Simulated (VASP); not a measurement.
Input of a VASP 6.6.1 run:

INCAR

```
PREC = Accurate
ENCUT = 520
EDIFF = 1E-6
ISMEAR = -1
SIGMA = 0.02
LREAL = F
LASPH = T
NELM = 150
ALGO = Normal
ISIF = 2
LWAVE = F
LCHARG = T
LNONCOLLINEAR = T
MAGMOM = 0 0 0 0 0 0
LORBIT = 11
LSORBIT = T
GGA_COMPAT = F
LORBMOM = T
GGA = PE
LVHAR = T
NBANDS = 28
```

File KPOINTS:

```
Automatic mesh
0
Gamma
  6 6 6
```

File POSCAR:

```
KBr
1.0
    0.0000000000      3.3500000000      3.3500000000
    3.3500000000      0.0000000000      3.3500000000
    3.3500000000      3.3500000000      0.0000000000
K Br
1 1
Direct
    0.0000000000      0.0000000000      0.0000000000
    0.5000000000      0.5000000000      0.5000000000
```

Potentials or basis: VASP PAW PBE potentials, release 64 (K_sv, Br).

The run is started by

```sh
$ cat potpaw_PBE.64/K_sv/POTCAR potpaw_PBE.64/Br/POTCAR > POTCAR
$ mpirun -np 1 vasp_ncl > vasp.out
```

(1) Predict the net moment.

(2) Estimate the pressure.

## Answers

(1) 0.00 μB per cell.

(2) 0.1 GPa.
